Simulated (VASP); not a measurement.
# Mo16F (a cell with a defect) in VASP: single point with PBE

Aim: the single point of Mo16F (a cell with a defect) with PBE.

Program: VASP 6.6.1. These are calculated values, not measurements. Logs are shortened: lines on timing, memory, paths and dates and some standing lists are left out, and cuts for length are marked.

**1. The cell of the first run**

The cell holds a defect, 17 atoms: a = 6.300 Å, b = 6.300 Å, c = 6.300 Å, α = 90.00°, β = 90.00°, γ = 90.00°.

**2. Single point, PBE**

INCAR reads:

```
ALGO = Normal
EDIFF = 1E-6
ENCUT = 520
GGA = PE
ISIF = 2
ISMEAR = -1
LASPH = T
LCHARG = T
LELF = T
LREAL = Auto
LVHAR = T
LWAVE = F
NBANDS = 130
NELM = 100
PREC = Accurate
SIGMA = 0.15
```

KPOINTS reads:

```
k-points
0
Gamma
  2 2 2
```

POSCAR reads:

```
Mo16F
1.0
    6.3000000000      0.0000000000      0.0000000000
    0.0000000000      6.3000000000      0.0000000000
    0.0000000000      0.0000000000      6.3000000000
Mo F
16 1
Direct
   -0.0351746032     -0.0340000000      0.0116349206
    0.5024920635     -0.0160634921     -0.0227142857
    0.0037301587      0.5141746032      0.0062380952
    0.0216666667     -0.0148095238      0.5083650794
    0.2608412698      0.2874920635      0.2844444444
    0.4830158730      0.4815714286     -0.0047777778
    0.5110000000      0.0085873016      0.4996507937
    0.7554285714      0.2667777778      0.2495396825
   -0.0186507937      0.4874126984      0.5022063492
    0.2636190476      0.7416190476      0.2717777778
    0.2253015873      0.2794285714      0.7221587302
    0.5178412698      0.5102222222      0.5024603175
    0.7298412698      0.7552539683      0.2368730159
    0.7469682540      0.2323174603      0.7387777778
    0.2633968254      0.7526666667      0.7455555556
    0.7612380952      0.7490158730      0.7431269841
    0.2286349206      0.1243650794      0.0134920635
```

Potentials or basis: VASP PAW PBE potentials, release 64 (Mo_sv, F).

On the command line:

```console
$ cat potpaw_PBE.64/Mo_sv/POTCAR potpaw_PBE.64/F/POTCAR > POTCAR
$ mpirun -np 1 vasp_std > vasp.out
```

OUTCAR:

```text
EDIFF = 1E-6
   ENCUT = 520
   GGA = PE
   ISIF = 2
   ISMEAR = -1
   LASPH = T
   LREAL = Auto
   NELM = 100
   PREC = Accurate

 ion  position               nearest neighbor table
   1  0.965  0.966  0.012-  17 1.94  13 2.44  16 2.52   8 2.75  14 2.77  15 2.86   3 2.86  10 2.87
                             2 2.92  11 3.15   4 3.15   4 3.19   5 3.25   2 3.40   3 3.46
   2  0.502  0.984  0.977-  17 1.95  15 2.55  13 2.61  16 2.65  14 2.66  10 2.84   1 2.92   8 2.94
                             7 3.01  11 3.02   5 3.12   6 3.14   6 3.17   7 3.29   1 3.40
   3  0.004  0.514  0.006-   8 2.69  16 2.70  11 2.71  13 2.72  10 2.74  15 2.76   5 2.78   1 2.86
                            14 2.93   6 3.03   9 3.13   9 3.18   6 3.29   1 3.46
   4  0.022  0.985  0.508-  15 2.59  11 2.63  10 2.63  16 2.66  14 2.74   5 2.81  13 2.90   8 2.94
                             7 3.09   9 3.15   1 3.15   9 3.17   1 3.19   7 3.22
   5  0.261  0.287  0.284-  17 2.00  12 2.54   9 2.56   6 2.60   7 2.72  11 2.77   3 2.78   4 2.81
                            10 2.86   2 3.12   8 3.13   8 3.19   1 3.25  10 3.44
   6  0.483  0.482  0.995-   5 2.60  11 2.69  15 2.70   8 2.71  10 2.76  13 2.78  14 2.80  16 2.90
                             3 3.03  12 3.12   2 3.14   2 3.17  12 3.21   3 3.29
   7  0.511  0.009  0.500-  14 2.54  13 2.68  10 2.71   5 2.72  15 2.73   8 2.74  16 2.74  11 2.85
                             2 3.01   4 3.09  12 3.14  12 3.16   4 3.22   2 3.29
   8  0.755  0.267  0.250-   9 2.55  12 2.67   3 2.69   6 2.71   7 2.74   1 2.75   4 2.94   2 2.94
                            13 3.08  14 3.09   5 3.13   5 3.19  14 3.23  13 3.23
   9  0.981  0.487  0.502-  11 2.45   8 2.55   5 2.56  16 2.63  14 2.64  10 2.80  13 2.86  15 2.88
                            12 2.92   3 3.13   4 3.15   4 3.17   3 3.18  12 3.38
  10  0.264  0.742  0.272-  12 2.61   4 2.63   7 2.71   3 2.74   6 2.76   9 2.80   2 2.84   5 2.86
                             1 2.87  13 2.95  15 2.99  15 3.32  13 3.37   5 3.44
  11  0.225  0.279  0.722-  17 2.08   9 2.45   4 2.63   6 2.69   3 2.71  12 2.73   5 2.77   7 2.85
                            15 2.99   2 3.02  14 3.03   1 3.15  14 3.30  15 3.33
  12  0.518  0.510  0.502-   5 2.54  10 2.61  16 2.63  13 2.64   8 2.67  15 2.69  14 2.71  11 2.73
                             9 2.92   6 3.12   7 3.14   7 3.16   6 3.21   9 3.38
  13  0.730  0.755  0.237-   1 2.44   2 2.61  12 2.64   7 2.68   3 2.72   6 2.78   9 2.86   4 2.90
                            10 2.95   8 3.08  16 3.12  16 3.20   8 3.23  10 3.37
  14  0.747  0.232  0.739-   7 2.54   9 2.64   2 2.66  12 2.71   4 2.74   1 2.77   6 2.80   3 2.93
                            11 3.03  16 3.05   8 3.09   8 3.23  16 3.26  11 3.30
  15  0.263  0.753  0.746-   2 2.55   4 2.59  12 2.69   6 2.70   7 2.73   3 2.76   1 2.86   9 2.88
                            10 2.99  11 2.99  16 3.14  16 3.16  10 3.32  11 3.33
  16  0.761  0.749  0.743-   1 2.52  12 2.63   9 2.63   2 2.65   4 2.66   3 2.70   7 2.74   6 2.90
                            14 3.05  13 3.12  15 3.14  15 3.16  13 3.20  14 3.26
  17  0.229  0.124  0.013-   1 1.94   2 1.95   5 2.00  11 2.08

  LATTYP: Found a simple cubic cell.
 ALAT       =     6.3000000000

  Lattice vectors:

 A1 = (   6.3000000000,   0.0000000000,   0.0000000000)
 A2 = (   0.0000000000,   6.3000000000,   0.0000000000)
 A3 = (   0.0000000000,   0.0000000000,   6.3000000000)

Analysis of symmetry for initial positions (statically):
=====================================================================
 Subroutine PRICEL returns:
 Original cell was already a primitive cell.

 Routine SETGRP: Setting up the symmetry group for a
 simple cubic supercell.

 Subroutine GETGRP returns: Found  1 space group operations
 (whereof  1 operations were pure point group operations)
 out of a pool of 48 trial point group operations.

The static configuration has the point symmetry C_1 .

Analysis of symmetry for dynamics (positions and initial velocities):
=====================================================================
 Subroutine PRICEL returns:
 Original cell was already a primitive cell.

 Routine SETGRP: Setting up the symmetry group for a
 simple cubic supercell.

 Subroutine GETGRP returns: Found  1 space group operations
 (whereof  1 operations were pure point group operations)
 out of a pool of 48 trial point group operations.

The dynamic configuration has the point symmetry C_1 .

 Subroutine INISYM returns: Found  1 space group operations
 (whereof  1 operations are pure point group operations),
 and found     1 'primitive' translations

----------------------------------------------------------------------------------------

                                     Primitive cell

[... 60 lines left out ...]
     0.079365079  0.000000000  0.000000000     0.500000000  0.000000000  0.000000000
     0.000000000  0.079365079  0.000000000     0.000000000  0.500000000  0.000000000
     0.000000000  0.000000000  0.079365079     0.000000000  0.000000000  0.500000000

  Length of vectors
     0.079365079  0.079365079  0.079365079

  Shift w.r.t. Gamma in fractional coordinates (k-lattice)
     0.000000000  0.000000000  0.000000000

 Subroutine IBZKPT returns following result:
 ===========================================

 Found      8 irreducible k-points:

 Following reciprocal coordinates:
            Coordinates               Weight
  0.000000  0.000000  0.000000      1.000000
  0.500000  0.000000  0.000000      1.000000
  0.000000  0.500000  0.000000      1.000000
  0.000000  0.000000  0.500000      1.000000
  0.500000  0.500000  0.000000      1.000000
  0.000000  0.500000  0.500000      1.000000
  0.500000  0.000000  0.500000      1.000000
  0.500000  0.500000  0.500000      1.000000
   k-points           NKPTS =      8   k-points in BZ     NKDIM =      8   number of bands    NBANDS=    130
   number of dos      NEDOS =    301   number of ions     NIONS =     17
   total plane-waves  NPLWV = 110592
   dimension x,y,z NGX =    48 NGY =   48 NGZ =   48
   dimension x,y,z NGXF=    96 NGYF=   96 NGZF=   96
   ions per type =              16   1
   NGX,Y,Z   is equivalent  to a cutoff of  12.67, 12.67, 12.67 a.u.
   NGXF,Y,Z  is equivalent  to a cutoff of  25.33, 25.33, 25.33 a.u.
 SYSTEM =  unknown system
   PREC   = accura    normal or accurate (medium, high low for compatibility)
   ISTART =      0    job   : 0-new  1-cont  2-samecut
   ICHARG =      2    charge: 1-file 2-atom 10-const
   ISPIN  =      1    spin polarized calculation?
   LNONCOLLINEAR =      F non collinear calculations
   LSORBIT =      F    spin-orbit coupling
   LASPH  =      T    aspherical Exc in radial PAW
   ENCUT  =  520.0 eV  38.22 Ry    6.18 a.u.  11.71 11.71 11.71*2*pi/ulx,y,z
   NELM   =    100;   NELMIN=  2; NELMDL= -5     # of ELM steps
   EDIFF  = 0.1E-05   stopping-criterion for ELM
   LREAL  =      T    real-space projection
   EDIFFG = 0.1E-04   stopping-criterion for IOM
   NSW    =      0    number of steps for IOM
   IBRION =     -1    ionic relax: 0-MD 1-quasi-New 2-CG
   NFREE  =      0    steps in history (QN), initial steepest desc. (CG)
   ISIF   =      2    stress and relaxation
   ISYM   =      2    0-nonsym 1-usesym 2-fastsym
   POTIM  = 0.5000    time-step for ionic-motion
   TEBEG  =    0.0;   TEEND  =   0.0 temperature during run
   PSTRESS=    0.0 pullay stress
   NELECT =     231.0000    total number of electrons
   NUPDOWN=      -1.0000    fix difference up-down
   EMIN   =  10.00;   EMAX   =-10.00  energy-range for DOS
   EFERMI =   0.00;   METHOD = LEGACY
   ISMEAR =    -1;   SIGMA  =   0.15  broadening in eV -4-tet -1-fermi 0-gaus
   EFERMI_NEDOS =   21; number of points for ismear=-14 and -15
   IALGO  =     38    algorithm
   IMIX   =      4    mixing-type and parameters
     AMIX     =   0.40;   BMIX     =  1.00
     AMIX_MAG =   1.60;   BMIX_MAG =  1.00
  volume/ion in A,a.u.               =      14.71        99.26
  Fermi-wavevector in a.u.,A,eV,Ry     =   1.594428  3.013032 34.588744  2.542201
  Thomas-Fermi vector in A             =   2.692504
   LORBIT       =      0    0 simple, 1 ext, 2 COOP (PROOUT), +10 PAW based schemes
   GGA     = PE    functional components
   LHFCALC =     F    Hartree Fock is set to
   AEXX    =    0.0000 exact exchange contribution
   IVDW    =     0    specifies the selected vdW correction
   LEPSILON=     F    determine dielectric tensor
   LRPA    =     F    only Hartree local field effects (RPA)
 non-spin polarized calculation
  energy-cutoff  :      520.00
  volume of cell :      250.05
 maximum number of plane-waves:      6776
 NGX is ok and might be reduce to    48
   NGX = 23   NGY = 23   NGZ = 23

 number of electron     230.9999997 magnetization

 Free energy of the ion-electron system (eV)
  ---------------------------------------------------
  ext. energy  EPLUGINS =         0.00000000
  ---------------------------------------------------
  free energy    TOTEN  =      -173.83389600 eV

  energy without entropy =     -173.02593509  energy(sigma->0) =     -173.42991554

 E-fermi :  12.8123     XC(G=0): -13.4823

 val. band max:       12.8059416741   @ k =   0.5000   0.0000   0.0000
 cond. band min:      12.8158364853   @ k =   0.0000   0.5000   0.5000
 fundamental gap:      0.0098948112
 Fermi energy:        12.8123142774

 k-point     1 :       0.0000    0.0000    0.0000
  band No.  band energies     occupation
      1     -48.3719      2.00000
      2     -48.2467      2.00000
      3     -48.2160      2.00000
      4     -48.1276      2.00000
      5     -48.0944      2.00000
      6     -48.0501      2.00000
[... 1029 lines left out ...]
    126      14.5023      0.00003
    127      14.5565      0.00002
 [bands above 127 left out]

------------------------ aborting loop because EDIFF is reached ----------------------------------------

  FORCE on cell =-STRESS in cart. coord.  units (eV):
  Direction    XX          YY          ZZ          XY          YZ          ZX
  --------------------------------------------------------------------------------------
  -------------------------------------------------------------------------------------
  Total       29.4927328     30.1200517     26.2373840      1.9383091      1.6582302     -0.1059487
  in kB      188.9748245    192.9943734    168.1161618     12.4197248     10.6251180     -0.6788668
  external PRESSURE =     183.3617866 kB  Pullay stress =       0.0000000 kB

 VOLUME and BASIS-vectors are now :
 -----------------------------------------------------------------------------
  energy-cutoff  :      520.00
  volume of cell :      250.05
      direct lattice vectors                 reciprocal lattice vectors
     6.300000000  0.000000000  0.000000000     0.158730159  0.000000000  0.000000000
     0.000000000  6.300000000  0.000000000     0.000000000  0.158730159  0.000000000
     0.000000000  0.000000000  6.300000000     0.000000000  0.000000000  0.158730159

 POSITION                                       TOTAL-FORCE (eV/Angst)
 -----------------------------------------------------------------------------------
      6.07840      6.08580      0.07330        -0.953977      0.249674     -0.354711
      3.16570      6.19880      6.15690         2.370568     -0.551582      1.134065
      0.02350      3.23930      0.03930        -0.765837     -0.759372     -0.295467
      0.13650      6.20670      3.20270        -1.506605      0.317144     -0.993598
      1.64330      1.81120      1.79200        -0.390746     -0.908383      0.093020
      3.04300      3.03390      6.26990         1.987843      1.885619     -0.146020
[... 9 lines left out ...]
      4.79580      4.71880      4.68170        -0.885037     -0.700032      0.067926
      1.44040      0.78350      0.08500        -0.178007      0.866758     -0.245471
 -----------------------------------------------------------------------------------
    total drift:                                0.001257     -0.002563     -0.000816

  FREE ENERGIE OF THE ION-ELECTRON SYSTEM (eV)
  ---------------------------------------------------
  free  energy   TOTEN  =      -173.8338960015 eV

  energy  without entropy=     -173.0259350851  energy(sigma->0) =     -173.42991554
```

Run time: 11 min. Hardware: 1 thread of Intel Xeon Platinum 8175M at 2.50GHz (Skylake/Cascade Lake), shared host; peak memory 0.42 GiB.

What came out:

| Quantity | Value |
| --- | --- |
| Free energy | -173.8339 eV |
| Pressure | 18.3 GPa |
| Largest force | 2.744 eV/Å |
| Band gap on the k mesh | zero (an odd number of electrons rules out a gap without spin polarisation) |

Forces in eV/Å, atoms in the order of the input:
```
Mo  -0.954  0.250 -0.355
Mo   2.371 -0.552  1.134
Mo  -0.766 -0.759 -0.295
Mo  -1.507  0.317 -0.994
Mo  -0.391 -0.908  0.093
Mo   1.988  1.886 -0.146
Mo  -0.201 -0.463 -0.625
Mo  -0.500 -1.347 -0.614
Mo   0.719  1.960 -0.287
Mo  -0.969  0.772 -1.242
Mo   1.776 -0.790  0.732
Mo  -1.019 -0.425  0.430
Mo   1.115 -0.563  1.001
Mo   0.046  1.275  1.252
Mo  -0.645 -0.820  0.094
Mo  -0.885 -0.700  0.068
F   -0.178  0.867 -0.245
```

Stress tensor (GPa, compression positive):
```
18.90  1.24 -0.07
 1.24 19.30  1.06
-0.07  1.06 16.81
```

Caveat: the k points lie up to 0.50 Å⁻¹ apart, too coarse for converged energies and pressures of a metal; the atoms stand as in a frame of molecular dynamics; an odd number of electrons without spin polarisation forces a metal; a magnetic or distorted state may lie lower.
